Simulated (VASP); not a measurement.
# BaTiO3 (P1) in VASP: single point with LDA+U

Aim: the single point of BaTiO3 with LDA+U.

Program: VASP 6.6.1. These are calculated values, not measurements. Logs are shortened: lines on timing, memory, paths and dates and some standing lists are left out, and cuts for length are marked.

**1. The cell of the first run**

The typed cell holds 10 atoms: a = 4.007 Å, b = 4.007 Å, c = 8.015 Å, α = 90.00°, β = 90.00°, γ = 90.00°.

**2. Single point, LDA+U**

Input file INCAR:

```
PREC = Accurate ; ENCUT = 600
EDIFF = 1E-6 ; ISMEAR = -1
SIGMA = 0.05 ; LREAL = F
LASPH = T ; NELM = 200
ALGO = Normal ; ISIF = 2
LWAVE = F ; LCHARG = F
LMAXMIX = 4 ; LDAU = T
LDAUTYPE = 2 ; LDAUL = -1 2 -1
LDAUU = 0 5 0 ; LDAUJ = 0 0 0
LDAUPRINT = 1 ; GGA = CA
NBANDS = 51 ; GGA_COMPAT = F
KPAR = 4
```

Input file KPOINTS:

```
Automatic mesh
0
Gamma
  7 7 4
```

Input file POSCAR:

```
BaTiO3
1.0
    4.0073000000      0.0000000000      0.0000000000
    0.0000000000      4.0073000000      0.0000000000
    0.0000000000      0.0000000000      8.0146000000
Ba Ti O
2 2 6
Direct
    0.5774118300      0.5950023200      0.2399217200
    0.5133239400      0.4560751000      0.7636477900
    0.0354144600      0.9982134600      0.0132376500
    0.9499882200      0.9711686500      0.5185272300
    0.5690732100      0.9256262100      0.9797733700
    0.4293289800      0.9665517700      0.5005258200
    0.9689020100      0.5955733500      0.9841481100
    0.9541317500      0.4628596100      0.5236707700
    0.9618464100      0.0102451400      0.2239939200
    0.0405791900      0.0186844000      0.7525536100
```

Potentials or basis: VASP PAW LDA potentials, release 64 (Ba_sv, Ti_sv, O).

Run with:

```bash
$ cat potpaw_LDA.64/Ba_sv/POTCAR potpaw_LDA.64/Ti_sv/POTCAR potpaw_LDA.64/O/POTCAR > POTCAR
$ mpirun -np 4 vasp_std > vasp.out
```

OUTCAR:

```text
PREC = Accurate
   ENCUT = 600
   EDIFF = 1E-6
   ISMEAR = -1
   LREAL = F
   LASPH = T
   NELM = 200
   ISIF = 2
   GGA = CA

 ion  position               nearest neighbor table
   1  0.577  0.595  0.240-   9 2.27   5 2.47   7 2.58   6 2.63   8 2.78   9 2.81   9 2.98   3 3.05
                             4 3.08   7 3.19   3 3.26   6 3.33   3 3.52   4 3.67   4 3.69   3 3.71
   2  0.513  0.456  0.764-   5 2.57  10 2.58   7 2.60   8 2.61  10 2.75   5 2.75   7 2.86   6 2.90
                            10 2.95   8 2.95   6 2.96  10 3.09   4 3.27   3 3.32   4 3.34   3 3.43
   3  0.035  0.998  0.013-   7 1.65   9 1.72   5 1.91  10 2.09   5 2.17   7 2.42   1 3.05   1 3.26
                             2 3.32   2 3.43   1 3.52   2 3.52   2 3.62   1 3.71
   4  0.950  0.971  0.519-  10 1.92   6 1.93   8 1.97   8 2.04   6 2.09   9 2.37   1 3.08   2 3.27
                             2 3.34   2 3.57   2 3.64   1 3.67   1 3.69
   5  0.569  0.926  0.980-   3 1.91   3 2.17   1 2.47   2 2.57   2 2.75
   6  0.429  0.967  0.501-   4 1.93   4 2.09   1 2.63   2 2.90   2 2.96   1 3.33
   7  0.969  0.596  0.984-   3 1.65   3 2.42   1 2.58   2 2.60   2 2.86   1 3.19
   8  0.954  0.463  0.524-   4 1.97   4 2.04   2 2.61   1 2.78   2 2.95
   9  0.962  0.010  0.224-   3 1.72   1 2.27   4 2.37   1 2.81   1 2.98
  10  0.041  0.019  0.753-   4 1.92   3 2.09   2 2.58   2 2.75   2 2.95   2 3.09

  LATTYP: Found a simple tetragonal cell.
 ALAT       =     4.0073000000
 C/A-ratio  =     2.0000000000

  Lattice vectors:

 A1 = (   4.0073000000,   0.0000000000,   0.0000000000)
 A2 = (   0.0000000000,   4.0073000000,   0.0000000000)
 A3 = (   0.0000000000,   0.0000000000,   8.0146000000)

Analysis of symmetry for initial positions (statically):
=====================================================================
 Subroutine PRICEL returns:
 Original cell was already a primitive cell.

 Routine SETGRP: Setting up the symmetry group for a
 simple tetragonal supercell.

 Subroutine GETGRP returns: Found  1 space group operations
 (whereof  1 operations were pure point group operations)
 out of a pool of 16 trial point group operations.

The static configuration has the point symmetry C_1 .

Analysis of symmetry for dynamics (positions and initial velocities):
=====================================================================
 Subroutine PRICEL returns:
 Original cell was already a primitive cell.

 Routine SETGRP: Setting up the symmetry group for a
 simple tetragonal supercell.

 Subroutine GETGRP returns: Found  1 space group operations
 (whereof  1 operations were pure point group operations)
 out of a pool of 16 trial point group operations.

The dynamic configuration has the point symmetry C_1 .

 Subroutine INISYM returns: Found  1 space group operations
 (whereof  1 operations are pure point group operations),
 and found     1 'primitive' translations

----------------------------------------------------------------------------------------

                                     Primitive cell

  volume of cell :     128.7021

  direct lattice vectors                    reciprocal lattice vectors
     4.007300000  0.000000000  0.000000000     0.249544581  0.000000000  0.000000000
     0.000000000  4.007300000  0.000000000     0.000000000  0.249544581  0.000000000
     0.000000000  0.000000000  8.014600000     0.000000000  0.000000000  0.124772291

  length of vectors
     4.007300000  4.007300000  8.014600000     0.249544581  0.249544581  0.124772291

  position of ions in fractional coordinates (direct lattice)
     0.577411830  0.595002320  0.239921720
     0.513323940  0.456075100  0.763647790
     0.035414460  0.998213460  0.013237650
     0.949988220  0.971168650  0.518527230
     0.569073210  0.925626210  0.979773370
     0.429328980  0.966551770  0.500525820
     0.968902010  0.595573350  0.984148110
     0.954131750  0.462859610  0.523670770
     0.961846410  0.010245140  0.223993920
     0.040579190  0.018684400  0.752553610

  ion indices of the primitive-cell ions
   primitive index   ion index
                 1           1
                 2           2
                 3           3
                 4           4
                 5           5
                 6           6
                 7           7
[... 94 lines left out ...]
     AMIX     =   0.40;   BMIX     =  1.00
     AMIX_MAG =   1.60;   BMIX_MAG =  1.00
  volume/ion in A,a.u.               =      12.87        86.85
  Fermi-wavevector in a.u.,A,eV,Ry     =   1.397150  2.640230 26.558947  1.952028
  Thomas-Fermi vector in A             =   2.520434
   LORBIT       =      0    0 simple, 1 ext, 2 COOP (PROOUT), +10 PAW based schemes
 LDA+U is selected, type is set to LDAUTYPE =  2
   angular momentum for each species LDAUL =    -1    2   -1
   U (eV)           for each species LDAUU =   0.0  5.0  0.0
   J (eV)           for each species LDAUJ =   0.0  0.0  0.0
   GGA     = CA    functional components
   LHFCALC =     F    Hartree Fock is set to
   AEXX    =    0.0000 exact exchange contribution
   IVDW    =     0    specifies the selected vdW correction
   LEPSILON=     F    determine dielectric tensor
   LRPA    =     F    only Hartree local field effects (RPA)
 non-spin polarized calculation
  energy-cutoff  :      600.00
  volume of cell :      128.70
 maximum number of plane-waves:      4342
   NGX = 17   NGY = 17   NGZ = 33

atom =   3  type =  2  l = 2

 onsite density matrix

spin component  1

  0.1207  0.0016 -0.0273  0.0030 -0.0324
  0.0016  0.1588 -0.0086  0.0100 -0.0372
 -0.0273 -0.0086  0.3004 -0.0355  0.0388
  0.0030  0.0100 -0.0355  0.1296  0.0061
 -0.0324 -0.0372  0.0388  0.0061  0.2982

spin component  2

  0.1207  0.0016 -0.0273  0.0030 -0.0324
  0.0016  0.1588 -0.0086  0.0100 -0.0372
 -0.0273 -0.0086  0.3004 -0.0355  0.0388
  0.0030  0.0100 -0.0355  0.1296  0.0061
 -0.0324 -0.0372  0.0388  0.0061  0.2982

 occupancies and eigenvectors

  o =  0.1119  v =  0.9503  0.1664  0.0750 -0.1679  0.1884  0.0000  0.0000  0.0000  0.0000  0.0000      0.0000  0.0000  0.0000  0.0000  0.0000  0.0000  0.0000  0.0000  0.0000  0.0000
  o =  0.1119  v =  0.0000  0.0000  0.0000  0.0000  0.0000  0.9503  0.1664  0.0750 -0.1679  0.1884      0.0000  0.0000  0.0000  0.0000  0.0000  0.0000  0.0000  0.0000  0.0000  0.0000
  o =  0.1182  v = -0.2105  0.2744 -0.2159 -0.9080  0.0963  0.0000  0.0000  0.0000  0.0000  0.0000      0.0000  0.0000  0.0000  0.0000  0.0000  0.0000  0.0000  0.0000  0.0000  0.0000
  o =  0.1182  v =  0.0000  0.0000  0.0000  0.0000  0.0000 -0.2105  0.2744 -0.2159 -0.9080  0.0963      0.0000  0.0000  0.0000  0.0000  0.0000  0.0000  0.0000  0.0000  0.0000  0.0000
  o =  0.1543  v =  0.1445 -0.9191 -0.0571 -0.3163 -0.1761  0.0000  0.0000  0.0000  0.0000  0.0000      0.0000  0.0000  0.0000  0.0000  0.0000  0.0000  0.0000  0.0000  0.0000  0.0000
  o =  0.1543  v =  0.0000  0.0000  0.0000  0.0000  0.0000  0.1445 -0.9191 -0.0571 -0.3163 -0.1761      0.0000  0.0000  0.0000  0.0000  0.0000  0.0000  0.0000  0.0000  0.0000  0.0000
  o =  0.2698  v =  0.0182  0.1562  0.6922 -0.1934 -0.6772  0.0000  0.0000  0.0000  0.0000  0.0000      0.0000  0.0000  0.0000  0.0000  0.0000  0.0000  0.0000  0.0000  0.0000  0.0000
  o =  0.2698  v =  0.0000  0.0000  0.0000  0.0000  0.0000  0.0182  0.1562  0.6922 -0.1934 -0.6772      0.0000  0.0000  0.0000  0.0000  0.0000  0.0000  0.0000  0.0000  0.0000  0.0000
  o =  0.3536  v =  0.0000  0.0000  0.0000  0.0000  0.0000 -0.1774 -0.1668  0.6821 -0.0991  0.6823      0.0000  0.0000  0.0000  0.0000  0.0000  0.0000  0.0000  0.0000  0.0000  0.0000
  o =  0.3536  v = -0.1774 -0.1668  0.6821 -0.0991  0.6823  0.0000  0.0000  0.0000  0.0000  0.0000      0.0000  0.0000  0.0000  0.0000  0.0000  0.0000  0.0000  0.0000  0.0000  0.0000

atom =   4  type =  2  l = 2

 onsite density matrix

spin component  1

  0.1097  0.0032  0.0010  0.0063 -0.0006
  0.0032  0.1088  0.0143  0.0064 -0.0000
  0.0010  0.0143  0.2241  0.0247  0.0011
  0.0063  0.0064  0.0247  0.1183 -0.0058
 -0.0006 -0.0000  0.0011 -0.0058  0.2391

spin component  2

  0.1097  0.0032  0.0010  0.0063 -0.0006
  0.0032  0.1088  0.0143  0.0064 -0.0000
  0.0010  0.0143  0.2241  0.0247  0.0011
  0.0063  0.0064  0.0247  0.1183 -0.0058
 -0.0006 -0.0000  0.0011 -0.0058  0.2391

 occupancies and eigenvectors

  o =  0.1049  v =  0.7686 -0.5155  0.1291 -0.3559 -0.0127  0.0000  0.0000  0.0000  0.0000  0.0000      0.0000  0.0000  0.0000  0.0000  0.0000  0.0000  0.0000  0.0000  0.0000  0.0000
  o =  0.1049  v =  0.0000  0.0000  0.0000  0.0000  0.0000  0.7686 -0.5155  0.1291 -0.3559 -0.0127      0.0000  0.0000  0.0000  0.0000  0.0000  0.0000  0.0000  0.0000  0.0000  0.0000
  o =  0.1055  v =  0.2538  0.7795  0.0227 -0.5717 -0.0235  0.0000  0.0000  0.0000  0.0000  0.0000      0.0000  0.0000  0.0000  0.0000  0.0000  0.0000  0.0000  0.0000  0.0000  0.0000
  o =  0.1055  v =  0.0000  0.0000  0.0000  0.0000  0.0000  0.2538  0.7795  0.0227 -0.5717 -0.0235      0.0000  0.0000  0.0000  0.0000  0.0000  0.0000  0.0000  0.0000  0.0000  0.0000
  o =  0.1186  v = -0.5867 -0.3332  0.2163 -0.7046 -0.0390  0.0000  0.0000  0.0000  0.0000  0.0000      0.0000  0.0000  0.0000  0.0000  0.0000  0.0000  0.0000  0.0000  0.0000  0.0000
  o =  0.1186  v =  0.0000  0.0000  0.0000  0.0000  0.0000 -0.5867 -0.3332  0.2163 -0.7046 -0.0390      0.0000  0.0000  0.0000  0.0000  0.0000  0.0000  0.0000  0.0000  0.0000  0.0000
  o =  0.2315  v =  0.0226  0.1249  0.9674  0.2178  0.0223  0.0000  0.0000  0.0000  0.0000  0.0000      0.0000  0.0000  0.0000  0.0000  0.0000  0.0000  0.0000  0.0000  0.0000  0.0000
  o =  0.2315  v =  0.0000  0.0000  0.0000  0.0000  0.0000  0.0226  0.1249  0.9674  0.2178  0.0223      0.0000  0.0000  0.0000  0.0000  0.0000  0.0000  0.0000  0.0000  0.0000  0.0000
  o =  0.2394  v =  0.0000  0.0000  0.0000  0.0000  0.0000 -0.0076 -0.0041 -0.0110 -0.0503  0.9986      0.0000  0.0000  0.0000  0.0000  0.0000  0.0000  0.0000  0.0000  0.0000  0.0000
  o =  0.2394  v = -0.0076 -0.0041 -0.0110 -0.0503  0.9986  0.0000  0.0000  0.0000  0.0000  0.0000      0.0000  0.0000  0.0000  0.0000  0.0000  0.0000  0.0000  0.0000  0.0000  0.0000

 number of electron      80.0000001 magnetization

 Free energy of the ion-electron system (eV)
  ---------------------------------------------------
  ext. energy  EPLUGINS =         0.00000000
  ---------------------------------------------------
  free energy    TOTEN  =       -76.37166189 eV

  energy without entropy =      -76.37166189  energy(sigma->0) =      -76.37166189

 E-fermi :   5.1510     XC(G=0): -11.6277

 val. band max:        4.1440387316   @ k =   0.0000   0.0000   0.0000
 cond. band min:       6.0975705123   @ k =   0.0000   0.0000   0.0000
 fundamental gap:      1.9535317807
 Fermi energy:         5.1509677001

 k-point     1 :       0.0000    0.0000    0.0000
  band No.  band energies     occupation
      1     -53.6002      2.00000
      2     -52.5932      2.00000
      3     -30.2346      2.00000
      4     -30.1395      2.00000
      5     -30.1323      2.00000
      6     -29.5737      2.00000
[... 1285 lines left out ...]
     50      10.5101      0.00000
     51      11.0475      0.00000

 [... further k-points ...]

------------------------ aborting loop because EDIFF is reached ----------------------------------------

  FORCE on cell =-STRESS in cart. coord.  units (eV):
  Direction    XX          YY          ZZ          XY          YZ          ZX
  --------------------------------------------------------------------------------------
  -------------------------------------------------------------------------------------
  Total        7.9555364     14.1259743     13.6267856      2.2839765     -0.4496455     -2.9499500
  in kB       99.0363183    175.8504284    169.6361634     28.4326053     -5.5975150    -36.7231281
  external PRESSURE =     148.1743033 kB  Pullay stress =       0.0000000 kB

 VOLUME and BASIS-vectors are now :
 -----------------------------------------------------------------------------
  energy-cutoff  :      600.00
  volume of cell :      128.70
      direct lattice vectors                 reciprocal lattice vectors
     4.007300000  0.000000000  0.000000000     0.249544581  0.000000000  0.000000000
     0.000000000  4.007300000  0.000000000     0.000000000  0.249544581  0.000000000
     0.000000000  0.000000000  8.014600000     0.000000000  0.000000000  0.124772291

 POSITION                                       TOTAL-FORCE (eV/Angst)
 -----------------------------------------------------------------------------------
      2.31386      2.38435      1.92288        -3.073922     -3.718636      0.991167
      2.05704      1.82763      6.12033        -0.711494      0.601181     -0.686308
      0.14192      4.00014      0.10609         1.909507      4.229844     -5.541433
      3.80689      3.89176      4.15579         1.701540      0.820901      1.769675
      2.28045      3.70926      7.85249        -4.563055      3.939834      0.318364
      1.72045      3.87326      4.01151         1.889521     -0.034698     -0.531052
      3.88268      2.38664      7.88755         2.703608     -8.666000      0.404006
      3.82349      1.85482      4.19701        -0.345083      1.121381     -1.336362
      3.85441      0.04106      1.79522         1.630549      2.011568      5.611507
      0.16261      0.07487      6.03142        -1.141170     -0.305374     -0.999565
 -----------------------------------------------------------------------------------
    total drift:                               -0.000111     -0.000137     -0.000408

  FREE ENERGIE OF THE ION-ELECTRON SYSTEM (eV)
  ---------------------------------------------------
  free  energy   TOTEN  =       -76.3716618880 eV

  energy  without entropy=      -76.3716618875  energy(sigma->0) =      -76.37166189
```

It took 6.6 min on 4 MPI ranks of Oxide Virtual Turin-like, shared host; peak memory 0.66 GiB.

Results:

| Quantity | Value |
| --- | --- |
| Free energy | -76.3717 eV |
| Pressure | 14.8 GPa |
| Largest force | 9.087 eV/Å |
| Band gap on the k mesh | 1.95 eV |

Forces in eV/Å, atoms in the order of the input:
```
Ba  -3.074 -3.719  0.991
Ba  -0.711  0.601 -0.686
Ti   1.910  4.230 -5.541
Ti   1.702  0.821  1.770
O   -4.563  3.940  0.318
O    1.890 -0.035 -0.531
O    2.704 -8.666  0.404
O   -0.345  1.121 -1.336
O    1.631  2.012  5.612
O   -1.141 -0.305 -1.000
```

Stress tensor (GPa, compression positive):
```
 9.90  2.84 -3.67
 2.84 17.59 -0.56
-3.67 -0.56 16.96
```

Levels at points of the mesh, in eV from the valence-band top:
```
           k point  band 38  band 39  band 40  band 41  band 42  band 43
(0.00, 0.00, 0.00)    -0.97    -0.62     0.00     1.95     2.16     2.18
(0.00, 0.00, 0.50)    -1.05    -0.83    -0.03     1.96     2.31     2.44
```

Eigenvalues of the final occupation matrices:
| site | spin | trace | eigenvalues |
| --- | --- | --- | --- |
| site 3 d | 1 | 1.01 | 0.11 0.12 0.15 0.27 0.35 |
| site 3 d | 2 | 1.01 | 0.11 0.12 0.15 0.27 0.35 |
| site 4 d | 1 | 0.80 | 0.10 0.11 0.12 0.23 0.24 |
| site 4 d | 2 | 0.80 | 0.10 0.11 0.12 0.23 0.24 |

Caveat: the stress differs along the axes, from 10 to 18 GPa; spin-orbit coupling is left out, which moves the levels of the heavy elements; forces of over 1 eV/Å act on the atoms, so gaps and moduli don't describe the material at rest. A k mesh can miss the band edges.
